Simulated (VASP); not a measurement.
Set up this calculation in VASP 6.6.1, as the native input.

| Item | Value |
| --- | --- |
| Task | electric field gradients |
| Functional | PBE |
| Potentials or basis | VASP PAW PBE potentials, release 64 (Pt, Se) |
| Cutoff | 520 eV |
| k mesh | 10 × 10 × 6 |
| Occupations | methfessel-paxton, width 0.05 eV |
| Spin | no spin polarisation |
| Hubbard terms | Pt d U = 3.0 eV |
| Dipole correction | no |
| Further INCAR settings | ALGO = Normal; EDIFF = 1e-08; NBANDS = 24 |

The structure of PtSe (wurtzite type) lies in POSCAR:

```
PtSe
1.0
    3.8499446572      0.0000000000      0.0000000000
   -1.9249723286      3.3341498763      0.0000000000
    0.0000000000      0.0000000000      7.0964647173
Pt Se
2 2
Direct
    0.3333333333      0.6666666667      0.0126290861
    0.6666666667      0.3333333333      0.5126290861
    0.3333333333      0.6666666667      0.3633709139
    0.6666666667      0.3333333333      0.8633709139
```

The input as run:

INCAR

```
ALGO = Normal
EDIFF = 1E-8
ENCUT = 520
GGA = PE
ISIF = 2
ISMEAR = 1
LASPH = True
LCHARG = False
LDAU = True
LDAUJ = 0 0
LDAUL = 2 -1
LDAUPRINT = 1
LDAUTYPE = 2
LDAUU = 3 0
LEFG = True
LMAXMIX = 4
LREAL = False
LWAVE = False
NBANDS = 24
NELM = 150
PREC = Accurate
SIGMA = 0.05
```

KPOINTS

```
k-points
0
Gamma
  10 10 6
```

Potentials or basis: VASP PAW PBE potentials, release 64 (Pt, Se).

Run with:

```bash
$ cat potpaw_PBE.64/Pt/POTCAR potpaw_PBE.64/Se/POTCAR > POTCAR
$ mpirun -np 1 vasp_std > vasp.out
```

Results of the run:

```yaml
Pressure: -2.0 GPa
Largest_force: 0.110 eV/Å
Band_gap_on_the_k_mesh: zero (bands 16 and 17 overlap by 2.05 eV)
Largest_electric_field_gradient_by_atom: Pt -138.8; Se -57.5 V/Å²
```

Caveat: without QUAD_EFG the Cq values of the log hold for a quadrupole moment of 1 mb, not for the nuclei; spin-orbit coupling is left out, which moves the levels of the heavy elements; U without spin polarisation on a metal has little footing.

It took 3.3 min on 1 thread of AMD EPYC 7R13, with other jobs on the host, peak memory 0.25 GiB.
